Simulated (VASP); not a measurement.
# SnO2 in VASP: notebook

The runs below take SnO2 through single point, with LDA.

All numbers are computed with VASP 6.6.1; they aren't measurements. Logs are shortened: lines on timing, memory, paths and dates and some standing lists are left out, and cuts for length are marked.

### 1 The cell of the first run

It takes space group Pnnm (No. 58, orthorhombic). The conventional cell has a = 4.788 Å, b = 4.867 Å, c = 3.241 Å, α = 90.00°, β = 90.00°, γ = 90.00°. Sn (site symmetry 2/m) has 6 O at 2.09 to 2.10 Å within 2.8 Å. Within 2.8 Å of O (site symmetry m) lie 3 Sn at 2.09 to 2.10 Å and 1 O at 2.65 Å.

### 2 Single point, LDA

INCAR reads:

```
  ALGO = Normal
  EDIFF = 1E-7
  ENCUT = 520
  GGA = CA
  ISIF = 2
  ISMEAR = 0
  LASPH = True
  LCHARG = False
  LREAL = False
  LWAVE = False
  NBANDS = 35
  NELM = 60
  PREC = Accurate
  SIGMA = 0.05
```

KPOINTS reads:

```
k-points
0
Gamma
  4 4 6
```

POSCAR reads:

```
SnO2
1.0
    4.7880040000      0.0000000000      0.0000000000
    0.0000000000      4.8665820000      0.0000000000
    0.0000000000      0.0000000000      3.2408980000
Sn O
2 4
Direct
    0.5000000000      0.5000000000      0.5000000000
    0.0000000000      0.0000000000      0.0000000000
    0.2918550000      0.3210420000      0.0000000000
    0.7918550000      0.1789580000      0.5000000000
    0.2081450000      0.8210420000      0.5000000000
    0.7081450000      0.6789580000      0.0000000000
```

Potentials or basis: VASP PAW LDA potentials, release 64 (Sn_d, O).

The run is started by

```
> cat potpaw_LDA.64/Sn_d/POTCAR potpaw_LDA.64/O/POTCAR > POTCAR
> mpirun -np 1 vasp_std > vasp.out
```

OUTCAR:

```text
EDIFF = 1E-7
   ENCUT = 520
   GGA = CA
   ISIF = 2
   ISMEAR = 0
   LASPH = True
   LREAL = False
   NELM = 60
   PREC = Accurate

 ion  position               nearest neighbor table
   1  0.500  0.500  0.500-   3 2.09   6 2.09   3 2.09   6 2.09   5 2.10   4 2.10
   2  0.000  0.000  0.000-   4 2.09   5 2.09   4 2.09   5 2.09   3 2.10   6 2.10
   3  0.292  0.321  0.000-   1 2.09   1 2.09   2 2.10
   4  0.792  0.179  0.500-   2 2.09   2 2.09   1 2.10
   5  0.208  0.821  0.500-   2 2.09   2 2.09   1 2.10
   6  0.708  0.679  0.000-   1 2.09   1 2.09   2 2.10

  LATTYP: Found a simple orthorhombic cell.
 ALAT       =     3.2408980000
 B/A-ratio  =     1.4773695439
 C/A-ratio  =     1.5016152930

  Lattice vectors:

 A1 = (   0.0000000000,   0.0000000000,   3.2408980000)
 A2 = (   4.7880040000,   0.0000000000,   0.0000000000)
 A3 = (   0.0000000000,   4.8665820000,   0.0000000000)

Analysis of symmetry for initial positions (statically):
=====================================================================
 Subroutine PRICEL returns:
 Original cell was already a primitive cell.

 Routine SETGRP: Setting up the symmetry group for a
 simple orthorhombic supercell.

 Subroutine GETGRP returns: Found  8 space group operations
 (whereof  4 operations were pure point group operations)
 out of a pool of  8 trial point group operations.

The static configuration has the point symmetry C_2h.
 The point group associated with its full space group is D_2h.

Analysis of symmetry for dynamics (positions and initial velocities):
=====================================================================
 Subroutine PRICEL returns:
 Original cell was already a primitive cell.

 Routine SETGRP: Setting up the symmetry group for a
 simple orthorhombic supercell.

 Subroutine GETGRP returns: Found  8 space group operations
 (whereof  4 operations were pure point group operations)
 out of a pool of  8 trial point group operations.

The dynamic configuration has the point symmetry C_2h.
 The point group associated with its full space group is D_2h.

 Subroutine INISYM returns: Found  8 space group operations
 (whereof  4 operations are pure point group operations),
 and found     1 'primitive' translations

----------------------------------------------------------------------------------------

                                     Primitive cell

  volume of cell :      75.5169

  direct lattice vectors                    reciprocal lattice vectors
     4.788004000  0.000000000  0.000000000     0.208855298  0.000000000  0.000000000
     0.000000000  4.866582000  0.000000000     0.000000000  0.205483027  0.000000000
     0.000000000  0.000000000  3.240898000     0.000000000  0.000000000  0.308556456

  length of vectors
     4.788004000  4.866582000  3.240898000     0.208855298  0.205483027  0.308556456

  position of ions in fractional coordinates (direct lattice)
     0.500000000  0.500000000  0.500000000
     0.000000000  0.000000000  0.000000000
     0.291855000  0.321042000  0.000000000
     0.791855000  0.178958000  0.500000000
     0.208145000  0.821042000  0.500000000
     0.708145000  0.678958000  0.000000000

  ion indices of the primitive-cell ions
   primitive index   ion index
                 1           1
                 2           2
                 3           3
                 4           4
                 5           5
                 6           6

----------------------------------------------------------------------------------------

 KPOINTS: k-points

Automatic generation of k-mesh.
 Grid dimensions read from file:
 generate k-points for:    4    4    6

 Generating k-lattice:

  Cartesian coordinates                     Fractional coordinates (reciprocal lattice)
     0.052213824  0.000000000  0.000000000     0.250000000  0.000000000  0.000000000
     0.000000000  0.051370757  0.000000000     0.000000000  0.250000000  0.000000000
     0.000000000  0.000000000  0.051426076     0.000000000  0.000000000  0.166666667

  Length of vectors
     0.052213824  0.051370757  0.051426076

  Shift w.r.t. Gamma in fractional coordinates (k-lattice)
     0.000000000  0.000000000  0.000000000

 Subroutine IBZKPT returns following result:
 ===========================================

 Found     36 irreducible k-points:

 Following reciprocal coordinates:
            Coordinates               Weight
  0.000000  0.000000  0.000000      1.000000
  0.250000  0.000000  0.000000      2.000000
  0.500000  0.000000  0.000000      1.000000
  0.000000  0.250000  0.000000      2.000000
  0.250000  0.250000  0.000000      4.000000
  0.500000  0.250000  0.000000      2.000000
[... 16 lines left out ...]
  0.250000  0.250000  0.333333      8.000000
  0.500000  0.250000  0.333333      4.000000
 [... further k-points ...]
   k-points           NKPTS =     36   k-points in BZ     NKDIM =     36   number of bands    NBANDS=     35
   number of dos      NEDOS =    301   number of ions     NIONS =      6
   total plane-waves  NPLWV =  31104
   dimension x,y,z NGX =    36 NGY =   36 NGZ =   24
   dimension x,y,z NGXF=    72 NGYF=   72 NGZF=   48
   ions per type =               2   4
   NGX,Y,Z   is equivalent  to a cutoff of  12.50, 12.30, 12.31 a.u.
   NGXF,Y,Z  is equivalent  to a cutoff of  25.00, 24.60, 24.62 a.u.
 SYSTEM =  unknown system
   PREC   = accura    normal or accurate (medium, high low for compatibility)
   ISTART =      0    job   : 0-new  1-cont  2-samecut
   ICHARG =      2    charge: 1-file 2-atom 10-const
   ISPIN  =      1    spin polarized calculation?
   LNONCOLLINEAR =      F non collinear calculations
   LSORBIT =      F    spin-orbit coupling
   LASPH  =      T    aspherical Exc in radial PAW
   ENCUT  =  520.0 eV  38.22 Ry    6.18 a.u.   8.90  9.05  6.03*2*pi/ulx,y,z
   NELM   =     60;   NELMIN=  2; NELMDL= -5     # of ELM steps
   EDIFF  = 0.1E-06   stopping-criterion for ELM
   LREAL  =      F    real-space projection
   EDIFFG = 0.1E-05   stopping-criterion for IOM
   NSW    =      0    number of steps for IOM
   IBRION =     -1    ionic relax: 0-MD 1-quasi-New 2-CG
   NFREE  =      0    steps in history (QN), initial steepest desc. (CG)
   ISIF   =      2    stress and relaxation
   ISYM   =      2    0-nonsym 1-usesym 2-fastsym
   POTIM  = 0.5000    time-step for ionic-motion
   TEBEG  =    0.0;   TEEND  =   0.0 temperature during run
   PSTRESS=    0.0 pullay stress
   NELECT =      52.0000    total number of electrons
   NUPDOWN=      -1.0000    fix difference up-down
   EMIN   =  10.00;   EMAX   =-10.00  energy-range for DOS
   EFERMI =   0.00;   METHOD = LEGACY
   ISMEAR =     0;   SIGMA  =   0.05  broadening in eV -4-tet -1-fermi 0-gaus
   EFERMI_NEDOS =   21; number of points for ismear=-14 and -15
   IALGO  =     38    algorithm
   IMIX   =      4    mixing-type and parameters
     AMIX     =   0.40;   BMIX     =  1.00
     AMIX_MAG =   1.60;   BMIX_MAG =  1.00
  volume/ion in A,a.u.               =      12.59        84.94
  Fermi-wavevector in a.u.,A,eV,Ry     =   1.445644  2.731871 28.434627  2.089886
  Thomas-Fermi vector in A             =   2.563802
   LORBIT       =      0    0 simple, 1 ext, 2 COOP (PROOUT), +10 PAW based schemes
   GGA     = CA    functional components
   LHFCALC =     F    Hartree Fock is set to
   AEXX    =    0.0000 exact exchange contribution
   IVDW    =     0    specifies the selected vdW correction
   LEPSILON=     F    determine dielectric tensor
   LRPA    =     F    only Hartree local field effects (RPA)
 non-spin polarized calculation
 Gauss-broadening in eV      SIGMA  =   0.05
  energy-cutoff  :      520.00
  volume of cell :       75.52
 maximum number of plane-waves:      2060
 NGX is ok and might be reduce to    36
   NGX = 17   NGY = 19   NGZ = 13

 number of electron      51.9999997 magnetization

 Free energy of the ion-electron system (eV)
  ---------------------------------------------------
  ext. energy  EPLUGINS =         0.00000000
  ---------------------------------------------------
  free energy    TOTEN  =       -42.13349466 eV

  energy without entropy =      -42.13349466  energy(sigma->0) =      -42.13349466

 E-fermi :   5.4120     XC(G=0): -11.5227

 val. band max:        5.1308603318   @ k =   0.0000   0.0000   0.0000
 cond. band min:       5.8347650085   @ k =   0.0000   0.0000   0.0000
 fundamental gap:      0.7039046768
 Fermi energy:         5.4119544418

 k-point     1 :       0.0000    0.0000    0.0000
  band No.  band energies     occupation
      1     -15.6829      2.00000
      2     -15.0533      2.00000
      3     -14.8517      2.00000
      4     -14.8326      2.00000
      5     -14.8290      2.00000
      6     -14.7512      2.00000
[... 27 lines left out ...]
     34      16.6097      0.00000
     35      17.0102      0.00000

 k-point     2 :       0.2500    0.0000    0.0000
  band No.  band energies     occupation
      1     -15.6025      2.00000
      2     -15.1451      2.00000
      3     -14.8486      2.00000
      4     -14.8292      2.00000
      5     -14.8264      2.00000
      6     -14.7990      2.00000
[... 27 lines left out ...]
     34      16.8441      0.00000
     35      17.1732      0.00000

 k-point     3 :       0.5000    0.0000    0.0000
  band No.  band energies     occupation
      1     -15.3870      2.00000
      2     -15.3870      2.00000
      3     -14.8367      2.00000
      4     -14.8367      2.00000
      5     -14.8247      2.00000
      6     -14.8247      2.00000
[... 27 lines left out ...]
     34      16.8949      0.00000
     35      17.3520      0.00000

 k-point     4 :       0.0000    0.2500    0.0000
  band No.  band energies     occupation
      1     -15.6027      2.00000
      2     -15.1455      2.00000
      3     -14.8488      2.00000
      4     -14.8290      2.00000
      5     -14.8264      2.00000
      6     -14.7990      2.00000
[... 27 lines left out ...]
     34      16.5327      0.00000
     35      17.0392      0.00000

 k-point     5 :       0.2500    0.2500    0.0000
  band No.  band energies     occupation
      1     -15.5570      2.00000
      2     -15.2352      2.00000
      3     -14.8433      2.00000
      4     -14.8320      2.00000
      5     -14.8245      2.00000
      6     -14.8145      2.00000
[... 638 lines left out ...]
 k-point    22 :       0.0000    0.2500    0.3333
  band No.  band energies     occupation
      1     -15.4747      2.00000
      2     -15.4201      2.00000
      3     -15.0999      2.00000
      4     -14.8496      2.00000
      5     -14.7163      2.00000
      6     -14.7054      2.00000
[... 27 lines left out ...]
     34      16.4608      0.00000
     35      17.0385      0.00000

 k-point    23 :       0.2500    0.2500    0.3333
  band No.  band energies     occupation
      1     -15.5116      2.00000
      2     -15.3395      2.00000
      3     -15.1649      2.00000
      4     -14.8581      2.00000
      5     -14.7206      2.00000
      6     -14.6992      2.00000
[... 27 lines left out ...]
     34      16.6580      0.00000
     35      16.9315      0.00000

 k-point    24 :       0.5000    0.2500    0.3333
  band No.  band energies     occupation
      1     -15.4495      2.00000
      2     -15.4495      2.00000
      3     -15.0058      2.00000
      4     -15.0058      2.00000
      5     -14.7125      2.00000
      6     -14.7125      2.00000
[... 27 lines left out ...]
     34      16.0830      0.00000
     35      17.5027      0.00000

 [... further k-points ...]
[... 5 lines left out ...]
  --------------------------------------------------------------------------------------
  -------------------------------------------------------------------------------------
  Total       -4.5944702     -4.7248016     -5.3858903      0.0000000      0.0000000      0.0000000
  in kB      -97.4769903   -100.2421215   -114.2678805      0.0000000      0.0000000      0.0000000
  external PRESSURE =    -103.9956641 kB  Pullay stress =       0.0000000 kB

 VOLUME and BASIS-vectors are now :
 -----------------------------------------------------------------------------
  energy-cutoff  :      520.00
  volume of cell :       75.52
      direct lattice vectors                 reciprocal lattice vectors
     4.788004000  0.000000000  0.000000000     0.208855298  0.000000000  0.000000000
     0.000000000  4.866582000  0.000000000     0.000000000  0.205483027  0.000000000
     0.000000000  0.000000000  3.240898000     0.000000000  0.000000000  0.308556456

 POSITION                                       TOTAL-FORCE (eV/Angst)
 -----------------------------------------------------------------------------------
      2.39400      2.43329      1.62045        -0.000000      0.000000      0.000000
      0.00000      0.00000      0.00000        -0.000000      0.000000      0.000000
      1.39740      1.56238      0.00000         0.150515     -0.003587      0.000000
      3.79140      0.87091      1.62045         0.150515      0.003587      0.000000
      0.99660      3.99567      1.62045        -0.150515     -0.003587     -0.000000
      3.39060      3.30420      0.00000        -0.150515      0.003587     -0.000000
 -----------------------------------------------------------------------------------
    total drift:                                0.000000      0.000000      0.000000

  FREE ENERGIE OF THE ION-ELECTRON SYSTEM (eV)
  ---------------------------------------------------
  free  energy   TOTEN  =       -42.1334946591 eV

  energy  without entropy=      -42.1334946591  energy(sigma->0) =      -42.13349466
```

Run time: 80 s. Hardware: 1 thread of Intel Xeon Platinum 8259CL at 2.50GHz (Skylake/Cascade Lake), shared host; peak memory 0.2 GiB.

What came out:

```yaml
Free_energy: -42.1335 eV
Pressure: -10.4 GPa
Largest_force: 0.151 eV/Å
Band_gap_on_the_k_mesh: 0.70 eV, direct
```

Forces on the atoms (eV/Å):
```
Sn   0.000  0.000  0.000
Sn   0.000  0.000  0.000
O    0.151 -0.004  0.000
O    0.151  0.004  0.000
O   -0.151 -0.004  0.000
O   -0.151  0.004  0.000
```

Caveat: spin-orbit coupling is left out, which moves the levels of the heavy elements. Expect the measured gap to be larger: semilocal functionals such as LDA lack the derivative discontinuity.

### 3 Single point, LDA

INCAR reads:

```
SYSTEM = SnO2
PREC     = Accurate       ! precision mode
ENCUT    = 520            ! plane-wave cutoff, eV
EDIFF    = 1E-6           ! SCF threshold, eV
ISMEAR   = 0              ! smearing method
SIGMA    = 0.05           ! smearing width, eV
LREAL    = .False.        ! projectors in reciprocal space
LASPH    = .True.         ! aspherical terms in the spheres
NELM     = 60             ! most SCF steps
ALGO     = Normal         ! electronic algorithm
ISIF     = 2              ! what is computed and relaxed
LWAVE    = .False.        ! write WAVECAR
LCHARG   = .False.        ! write CHGCAR
GGA      = CA             ! functional
NBANDS   = 35             ! bands
```

KPOINTS reads:

```
regular mesh
0
Gamma
  4 4 6
  0 0 0
```

Changes to POSCAR since step 2:

```diff
@@ -2,5 +2,5 @@
 1.0
-    4.7880040000      0.0000000000      0.0000000000
-    0.0000000000      4.8665820000      0.0000000000
-    0.0000000000      0.0000000000      3.2408980000
+    4.7880040000     -0.0359100300     -0.0359100300
+   -0.0364993650      4.8665820000     -0.0364993650
+   -0.0243067350     -0.0243067350      3.2408980000
 Sn O
```

Potentials or basis: VASP PAW LDA potentials, release 64 (Sn_d, O).

The run is started by

```
> cat potpaw_LDA.64/Sn_d/POTCAR potpaw_LDA.64/O/POTCAR > POTCAR
> mpirun -np 1 vasp_std > vasp.out
```

Wall time 99 s (1 thread of Intel Xeon Platinum 8259CL at 2.50GHz (Skylake/Cascade Lake), shared host); peak memory 0.22 GiB.

The run converged. Its results:

- Free energy: -42.1150 eV
- Pressure: -10.3 GPa
- Largest force: 0.189 eV/Å
- Band gap on the k mesh: 0.70 eV, direct

Forces in eV/Å, atoms in the order of the input:
```
Sn   0.000  0.000  0.000
Sn   0.000  0.000  0.000
O    0.152  0.014 -0.111
O    0.145  0.021 -0.022
O   -0.145 -0.021  0.022
O   -0.152 -0.014  0.111
```

Stress tensor (GPa, compression positive):
```
 -9.65   2.58   1.44
  2.58  -9.92   1.46
  1.44   1.46 -11.32
```

Levels at points of the mesh, in eV from the valence-band top:
```tsv
k point	band 23	band 24	band 25	band 26	band 27	band 28	band 29	band 30
(0.00, 0.00, 0.00)	-1.11	-0.68	-0.59	0.00	0.70	5.53	5.82	5.99
(0.50, 0.00, 0.00)	-1.19	-1.09	-0.46	-0.42	3.68	3.78	6.36	6.44
(0.00, 0.50, 0.00)	-1.19	-1.07	-0.57	-0.56	3.84	3.94	6.80	6.89
(0.50, 0.50, 0.00)	-1.33	-1.19	-0.82	-0.65	4.15	4.25	6.96	7.00
(0.00, 0.00, 0.50)	-1.52	-1.43	-1.16	-0.95	5.45	5.49	9.10	9.21
(0.50, 0.00, 0.50)	-0.90	-0.77	-0.77	-0.70	5.73	5.81	7.44	7.68
(0.00, 0.50, 0.50)	-1.11	-0.98	-0.67	-0.58	5.64	5.71	7.21	7.48
(0.50, 0.50, 0.50)	-0.89	-0.82	-0.74	-0.57	4.21	4.29	8.32	8.49
```

Caveat: spin-orbit coupling is left out, which moves the levels of the heavy elements.

### 4 Single point, LDA

INCAR reads:

```
SYSTEM = SnO2
  PREC = Accurate
  ENCUT = 520
  EDIFF = 1E-6
  ISMEAR = 0
  SIGMA = 0.05
  LREAL = .False.
  LASPH = .True.
  NELM = 60
  ALGO = Normal
  ISIF = 2
  LWAVE = .False.
  LCHARG = .False.
  NBANDS = 35
```

KPOINTS reads:

```
Automatic mesh
0
Gamma
  4 4 6
  0 0 0
```

Changes to POSCAR since step 3:

```diff
@@ -2,5 +2,5 @@
 1.0
-    4.7880040000     -0.0359100300     -0.0359100300
-   -0.0364993650      4.8665820000     -0.0364993650
-   -0.0243067350     -0.0243067350      3.2408980000
+    4.7880040000      0.0359100300      0.0359100300
+    0.0364993650      4.8665820000      0.0364993650
+    0.0243067350      0.0243067350      3.2408980000
 Sn O
```

The run is started by

```
> cat potpaw_LDA.64/Sn_d/POTCAR potpaw_LDA.64/O/POTCAR > POTCAR
> mpirun -np 1 vasp_std > vasp.out
```

Run time: 99 s. Hardware: 1 thread of Intel Xeon Platinum 8259CL at 2.50GHz (Skylake/Cascade Lake), shared host; peak memory 0.22 GiB.

It converged, with:

| Quantity | Value |
| --- | --- |
| Free energy | -42.1155 eV |
| Pressure | -10.3 GPa |
| Largest force | 0.170 eV/Å |
| Band gap on the k mesh | 0.70 eV, direct |

Forces on the atoms (eV/Å):
```
Sn   0.000  0.000  0.000
Sn   0.000  0.000  0.000
O    0.135 -0.031  0.099
O    0.163 -0.024  0.022
O   -0.163  0.024 -0.022
O   -0.135  0.031 -0.099
```

Stress tensor (GPa, compression positive):
```
 -9.65  -2.52  -1.39
 -2.52  -9.92  -1.40
 -1.39  -1.40 -11.32
```

Levels at points of the mesh, in eV from the valence-band top:
```tsv
k point	band 23	band 24	band 25	band 26	band 27	band 28	band 29	band 30
(0.00, 0.00, 0.00)	-1.11	-0.68	-0.59	0.00	0.70	5.53	5.83	5.99
(0.50, 0.00, 0.00)	-1.19	-1.09	-0.46	-0.42	3.67	3.79	6.37	6.43
(0.00, 0.50, 0.00)	-1.18	-1.07	-0.57	-0.56	3.84	3.94	6.81	6.89
(0.50, 0.50, 0.00)	-1.33	-1.20	-0.82	-0.65	4.14	4.25	6.97	6.99
(0.00, 0.00, 0.50)	-1.52	-1.43	-1.16	-0.95	5.44	5.50	9.11	9.18
(0.50, 0.00, 0.50)	-0.90	-0.77	-0.77	-0.70	5.72	5.82	7.43	7.69
(0.00, 0.50, 0.50)	-1.11	-0.98	-0.67	-0.58	5.63	5.72	7.20	7.48
(0.50, 0.50, 0.50)	-0.87	-0.86	-0.71	-0.59	4.20	4.30	8.31	8.50
```

Caveat: spin-orbit coupling is left out, which moves the levels of the heavy elements.

### 5 Overview

| cell | gap on the mesh (eV) | pressure (GPa) | largest force (eV/Å) |
| --- | --- | --- | --- |
| a = 4.788, b = 4.867, c = 3.241 Å, 6 atoms | 0.70 | -10.4 | 0.15 |
| a = 4.788, b = 4.867, c = 3.241 Å, angles 90.9°, 6 atoms | 0.70 | -10.3 | 0.19 |
| a = 4.788, b = 4.867, c = 3.241 Å, angles 89.1°, 6 atoms | 0.70 | -10.3 | 0.17 |

Alike in all rows: task single point; level LDA; potentials or basis VASP PAW LDA potentials, release 64 (Sn_d, O); no spin polarisation; k mesh 4 × 4 × 6; cutoff (eV) 520; smearing gaussian 0.05 eV.

Caveats: spin-orbit coupling is left out, which moves the levels of the heavy elements.

Absolute energies hang on the potentials; compare differences alone.
